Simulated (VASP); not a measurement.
A run of VASP 6.6.1 is set up as follows.

Contents of INCAR:

```
SYSTEM = SiO2
ALGO = Normal
EDIFF = 1E-6
ENCUT = 520
GGA = PE
ISIF = 2
ISMEAR = 0
LASPH = .TRUE.
LCHARG = .TRUE.
LELF = .TRUE.
LREAL = .FALSE.
LVHAR = .TRUE.
LWAVE = .FALSE.
NBANDS = 25
NELM = 80
PREC = Accurate
SIGMA = 0.01
```

The input KPOINTS:

```
k-points
0
G
  8 8 10
  0 0 0
```

The input POSCAR:

```
SiO2
1.0
    4.1773000000      0.0000000000      0.0000000000
    0.0000000000      4.1773000000      0.0000000000
    0.0000000000      0.0000000000      2.6652000000
Si O
2 4
Direct
    0.0000000000      0.0000000000      0.0000000000
    0.5000000000      0.5000000000      0.5000000000
    0.3059000000      0.3059000000      0.0000000000
    0.1941000000      0.8059000000      0.5000000000
    0.6941000000      0.6941000000      0.0000000000
    0.8059000000      0.1941000000      0.5000000000
```

Potentials or basis: VASP PAW PBE potentials, release 64 (Si, O).

Command:

```console
$ cat potpaw_PBE.64/Si/POTCAR potpaw_PBE.64/O/POTCAR > POTCAR
$ mpirun -np 1 vasp_std > vasp.out
```

Problem. Estimate the largest force.

Solution. 0.099 eV/Å.

Problem. What does it give for the band gap on the k mesh?

Solution. 5.62 eV, direct.

Problem. Predict the pressure.

Solution. 11.4 GPa.

Stress tensor (GPa, compression positive):
```
10.69  0.00  0.00
 0.00 10.69  0.00
 0.00  0.00 12.83
```

A k mesh can miss the band edges. PBE gaps usually lie below the measured ones, often by a third to a half.
